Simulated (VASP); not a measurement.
# MnSb (P6_3/mmc) in VASP: notebook

MnSb is run at these levels: PBE, PBE+D3(BJ); tasks: single point.

Everything below comes from runs of VASP 6.6.1. Logs are shortened: lines on timing, memory, paths and dates and some standing lists are left out, and cuts for length are marked.

## Step 1: The cell of the first run

It takes space group P6_3/mmc (No. 194, hexagonal). The conventional cell has a = 4.150 Å, b = 4.150 Å, c = 5.780 Å, α = 90.00°, β = 90.00°, γ = 120.00°. Within 3.8 Å of Sb (site symmetry -6m2) lie 6 Mn at 2.80 Å and 6 Sb at 3.75 Å. Mn (site symmetry -3m) has 6 Sb at 2.80 Å and 2 Mn at 2.89 Å within 3.7 Å.

## Step 2: Single point, PBE, collinear spin, ferromagnetic start

INCAR reads:

```
SYSTEM = MnSb
PREC = Accurate
ENCUT = 520
EDIFF = 1E-6
ISMEAR = 0
SIGMA = 0.018000000000000002
LREAL = .False.
LASPH = .True.
NELM = 150
ALGO = Normal
ISIF = 2
LWAVE = .False.
LCHARG = .False.
ISPIN = 2
MAGMOM = 0 0 4 4
LORBIT = 11
LMAXMIX = 4
GGA = PE
NBANDS = 30
```

KPOINTS reads:

```
Automatic mesh
0
Gamma
  7 7 5
  0 0 0
```

POSCAR reads:

```
MnSb
1.0
    4.1500000000      0.0000000000      0.0000000000
   -2.0750000000      3.5940054257      0.0000000000
    0.0000000000      0.0000000000      5.7800000000
Sb Mn
2 2
Direct
    0.6666666667      0.3333333333      0.7500000000
    0.3333333333      0.6666666667      0.2500000000
    0.0000000000      0.0000000000      0.5000000000
    0.0000000000      0.0000000000      0.0000000000
```

Potentials or basis: VASP PAW PBE potentials, release 64 (Sb, Mn_pv).

Command:

```console
$ cat potpaw_PBE.64/Sb/POTCAR potpaw_PBE.64/Mn_pv/POTCAR > POTCAR
$ mpirun -np 1 vasp_std > vasp.out
```

OUTCAR:

```text
SYSTEM = MnSb
   PREC = Accurate
   ENCUT = 520
   EDIFF = 1E-6
   ISMEAR = 0
   LREAL = .False.
   LASPH = .True.
   NELM = 150
   ISIF = 2
   ISPIN = 2
   LORBIT = 11
   GGA = PE

 ion  position               nearest neighbor table
   1  0.667  0.333  0.750-   3 2.80   4 2.80   3 2.80   4 2.80   3 2.80   4 2.80   2 3.75   2 3.75
                             2 3.75   2 3.75   2 3.75   2 3.75
   2  0.333  0.667  0.250-   3 2.80   4 2.80   3 2.80   4 2.80   3 2.80   4 2.80   1 3.75   1 3.75
                             1 3.75   1 3.75   1 3.75   1 3.75
   3  0.000  0.000  0.500-   1 2.80   2 2.80   2 2.80   1 2.80   1 2.80   2 2.80   4 2.89   4 2.89

   4  0.000  0.000  0.000-   1 2.80   2 2.80   2 2.80   1 2.80   1 2.80   2 2.80   3 2.89   3 2.89

  LATTYP: Found a hexagonal cell.
 ALAT       =     4.1500000000
 C/A-ratio  =     1.3927710843

  Lattice vectors:

 A1 = (   4.1500000000,   0.0000000000,   0.0000000000)
 A2 = (  -2.0750000000,   3.5940054257,   0.0000000000)
 A3 = (   0.0000000000,   0.0000000000,   5.7800000000)

Analysis of symmetry for initial positions (statically):
=====================================================================
 Subroutine PRICEL returns:
 Original cell was already a primitive cell.

 Routine SETGRP: Setting up the symmetry group for a
 hexagonal supercell.

 Subroutine GETGRP returns: Found 24 space group operations
 (whereof 12 operations were pure point group operations)
 out of a pool of 24 trial point group operations.

The static configuration has the point symmetry D_3d.
 The point group associated with its full space group is D_6h.

Analysis of symmetry for dynamics (positions and initial velocities):
=====================================================================
 Subroutine PRICEL returns:
 Original cell was already a primitive cell.

 Routine SETGRP: Setting up the symmetry group for a
 hexagonal supercell.

 Subroutine GETGRP returns: Found 24 space group operations
 (whereof 12 operations were pure point group operations)
 out of a pool of 24 trial point group operations.

The dynamic configuration has the point symmetry D_3d.
 The point group associated with its full space group is D_6h.

Analysis of structural, dynamic, and magnetic symmetry:
=====================================================================
 Subroutine PRICEL returns:
 Original cell was already a primitive cell.

 Routine SETGRP: Setting up the symmetry group for a
 hexagonal supercell.

 Subroutine GETGRP returns: Found 24 space group operations
 (whereof 12 operations were pure point group operations)
 out of a pool of 24 trial point group operations.

The overall configuration has the point symmetry D_3d.
 The point group associated with its full space group is D_6h.

[... 132 lines left out ...]
 spin polarized calculation
 Gauss-broadening in eV      SIGMA  =   0.02
  energy-cutoff  :      520.00
  volume of cell :       86.21
 maximum number of plane-waves:      2350
 NGX is ok and might be reduce to    32
   NGX = 15   NGY = 15   NGZ = 21

 number of electron      36.0000010 magnetization       6.6802630

 Free energy of the ion-electron system (eV)
  ---------------------------------------------------
  ext. energy  EPLUGINS =         0.00000000
  ---------------------------------------------------
  free energy    TOTEN  =       -26.31085565 eV

  energy without entropy =      -26.31006111  energy(sigma->0) =      -26.31045838

 E-fermi :   7.6289     XC(G=0): -10.6090

 val. band max:        7.6248097181   @ k =   0.2857   0.0000   0.4000
 cond. band min:       7.6335656220   @ k =   0.0000   0.0000   0.4000
 fundamental gap:      0.0087559039
 Fermi energy:         7.6288695274

 spin component 1

 k-point     1 :       0.0000    0.0000    0.0000
  band No.  band energies     occupation
      1     -42.2913      1.00000
      2     -42.2913      1.00000
      3     -42.2838      1.00000
      4     -42.2838      1.00000
      5     -42.0591      1.00000
      6     -41.9797      1.00000
[... 781 lines left out ...]
     29      15.1387      0.00000
     30      15.4239      0.00000
 Fermi energy:         7.6288695274

 spin component 2

 k-point     1 :       0.0000    0.0000    0.0000
  band No.  band energies     occupation
      1     -38.6629      1.00000
      2     -38.6629      1.00000
      3     -38.6537      1.00000
      4     -38.6537      1.00000
      5     -38.6120      1.00000
      6     -38.5177      1.00000
[... 781 lines left out ...]
     29      15.4818      0.00000
     30      15.8368      0.00000

------------------------ aborting loop because EDIFF is reached ----------------------------------------

  FORCE on cell =-STRESS in cart. coord.  units (eV):
  Direction    XX          YY          ZZ          XY          YZ          ZX
  --------------------------------------------------------------------------------------
  -------------------------------------------------------------------------------------
  Total       -1.6361767     -1.6361767     -2.2888011     -0.0000000      0.0000000      0.0000000
  in kB      -30.4078783    -30.4078783    -42.5367167     -0.0000000      0.0000000      0.0000000
  external PRESSURE =     -34.4508244 kB  Pullay stress =       0.0000000 kB

 VOLUME and BASIS-vectors are now :
 -----------------------------------------------------------------------------
  energy-cutoff  :      520.00
  volume of cell :       86.21
      direct lattice vectors                 reciprocal lattice vectors
     4.150000000  0.000000000  0.000000000     0.240963855  0.139120547  0.000000000
    -2.075000000  3.594005426  0.000000000     0.000000000  0.278241094  0.000000000
     0.000000000  0.000000000  5.780000000     0.000000000  0.000000000  0.173010381

 POSITION                                       TOTAL-FORCE (eV/Angst)
 -----------------------------------------------------------------------------------
      2.07500      1.19800      4.33500        -0.000000      0.000000      0.000000
     -0.00000      2.39600      1.44500         0.000000      0.000000      0.000000
      0.00000      0.00000      2.89000         0.000000      0.000000      0.000000
      0.00000      0.00000      0.00000         0.000000      0.000000      0.000000
 -----------------------------------------------------------------------------------
    total drift:                               -0.000000      0.000000      0.000000

  FREE ENERGIE OF THE ION-ELECTRON SYSTEM (eV)
  ---------------------------------------------------
  free  energy   TOTEN  =       -26.3108556512 eV

  energy  without entropy=      -26.3100611111  energy(sigma->0) =      -26.31045838

 total charge

# of ion       s       p       d       tot
------------------------------------------
    1        1.141   1.263   0.041   2.444
    2        1.141   1.263   0.041   2.444
    3        0.273   6.208   5.033  11.514
    4        0.273   6.208   5.033  11.514
--------------------------------------------------
tot          2.828  14.941  10.147  27.916

 magnetization (x)

# of ion       s       p       d       tot
------------------------------------------
    1        0.010  -0.146   0.006  -0.130
    2        0.010  -0.146   0.006  -0.130
    3        0.037   0.026   3.329   3.392
    4        0.037   0.026   3.329   3.392
--------------------------------------------------
tot          0.094  -0.240   6.670   6.523
```

OSZICAR:

```text
N       E                     dE             d eps       ncg     rms          rms(c)
DAV:   1     0.314079872260E+03    0.31408E+03   -0.18898E+04  3192   0.121E+03
DAV:   2    -0.111776532716E+02   -0.32526E+03   -0.31139E+03  3000   0.341E+02
DAV:   3    -0.277666493947E+02   -0.16589E+02   -0.16131E+02  3402   0.863E+01
DAV:   4    -0.281020597109E+02   -0.33541E+00   -0.33479E+00  3150   0.118E+01
DAV:   5    -0.281090222698E+02   -0.69626E-02   -0.69623E-02  3316   0.194E+00    0.149E+01
DAV:   6    -0.293071998765E+02   -0.11982E+01   -0.22346E+01  3108   0.467E+01    0.201E+01
DAV:   7    -0.262316023227E+02    0.30756E+01   -0.98384E+00  3140   0.333E+01    0.562E+00
DAV:   8    -0.263131603179E+02   -0.81558E-01   -0.49533E-01  3132   0.417E+00    0.269E+00
DAV:   9    -0.263063914702E+02    0.67688E-02   -0.13426E-01  3144   0.282E+00    0.132E+00
DAV:  10    -0.263089629188E+02   -0.25714E-02   -0.14383E-02  3142   0.825E-01    0.692E-01
DAV:  11    -0.263105709995E+02   -0.16081E-02   -0.35955E-03  3152   0.470E-01    0.261E-01
DAV:  12    -0.263107863789E+02   -0.21538E-03   -0.70276E-04  3278   0.198E-01    0.103E-01
DAV:  13    -0.263108324996E+02   -0.46121E-04   -0.79585E-05  3254   0.538E-02    0.595E-02
DAV:  14    -0.263108533682E+02   -0.20869E-04   -0.50006E-05  3026   0.388E-02    0.326E-02
DAV:  15    -0.263108559974E+02   -0.26292E-05   -0.10499E-05  3162   0.284E-02    0.101E-02
DAV:  16    -0.263108556512E+02    0.34620E-06   -0.21647E-06  2422   0.986E-03
   1 F= -.26310856E+02 E0= -.26310458E+02  d E =-.794540E-03  mag=     6.6820
```

Run time: 61 s. Hardware: 1 thread of Intel Xeon 6975P-C (Granite Rapids), shared host; peak memory 0.29 GiB.

What came out:

| Quantity | Value |
| --- | --- |
| Free energy | -26.3109 eV |
| Pressure | -3.4 GPa |
| Net moment | 6.68 μB per cell |
| Site moments | Sb -0.13; Mn +3.39 μB |
| Valence electrons inside the program's atomic spheres | Sb 2.44; Mn 11.51 |

Stress tensor (GPa, compression positive):
```
-3.04  0.00  0.00
 0.00 -3.04  0.00
 0.00  0.00 -4.25
```

Caveat: the cell stands under tension; spin-orbit coupling is left out, which moves the levels of the heavy elements; the run started ferromagnetic, and an antiferromagnetic order may lie lower in energy.

(Continued in part 2 of 2.)
